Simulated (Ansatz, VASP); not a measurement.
CsPbCl3 in VASP and in Ansatz

File INCAR:

```
ALGO = Normal
EDIFF = 1E-7
ENCUT = 520
GGA = PS
ISIF = 2
ISMEAR = 0
LASPH = T
LCHARG = F
LREAL = F
LWAVE = F
NBANDS = 30
NELM = 100
PREC = Accurate
SIGMA = 0.02
```

Contents of KPOINTS:

```
k-points
0
Gamma
  6 6 6
```

File POSCAR:

```
CsPbCl3
1.0
    5.5618953888      0.0000000000      0.0000000000
    0.0000000000      5.5618953888      0.0000000000
    0.0000000000      0.0000000000      5.5618953888
Cs Pb Cl
1 1 3
Direct
    0.0000000000      0.0000000000      0.0000000000
    0.5000000000      0.5000000000      0.5000000000
    0.5000000000      0.5000000000      0.0000000000
    0.0000000000      0.5000000000      0.5000000000
    0.5000000000      0.0000000000      0.5000000000
```

Input for Ansatz:

```yaml
crystal:
  lattice:
    - [5.5618952234, 0.0, 0.0]
    - [0.0, 5.5618952234, 0.0]
    - [0.0, 0.0, 5.5618952234]
  atoms:
    - { symbol: Cs, position: [0.0, 0.0, 0.0] }
    - { symbol: Pb, position: [0.5, 0.5, 0.5] }
    - { symbol: Cl, position: [0.5, 0.5, 0.0] }
    - { symbol: Cl, position: [0.0, 0.5, 0.5] }
    - { symbol: Cl, position: [0.5, 0.0, 0.5] }
basis:
  ecutwfc: 420
kpoints:
  mp_grid: { grid: [6, 6, 6] }
hamiltonian:
  xc: pbesol
scf:
  occupations: { method: gaussian, width: 0.02 }
output:
  forces: true
  stress: true
  eigenvalues: true
  write_density: true
  write_potential: true
  elf: true
  volumetric_format: npy
```

Alike in both runs: task single point; functional PBEsol; k mesh 6 × 6 × 6; occupations gaussian, width 0.02 eV; no spin polarisation.

```csv
,VASP,Ansatz
version,VASP 6.6.1,Ansatz 0.2.0
potentials or method,"VASP PAW PBE potentials, release 64 (Cs_sv, Pb_d, Cl), cutoff 520 eV","scalar-relativistic, plane waves, PAW"
valence electrons in the cell,44,44
```

```csv
,VASP,Ansatz,Ansatz less VASP
gap on the k mesh at the Fermi level (eV),1.70,1.69,-0.007
least direct gap on the mesh (eV),1.70,1.69,-0.007
pressure (GPa),0.8,0.8,+0.03
```

VASP's potentials were made for PBE, not for PBEsol.

Spin-orbit coupling is off throughout.
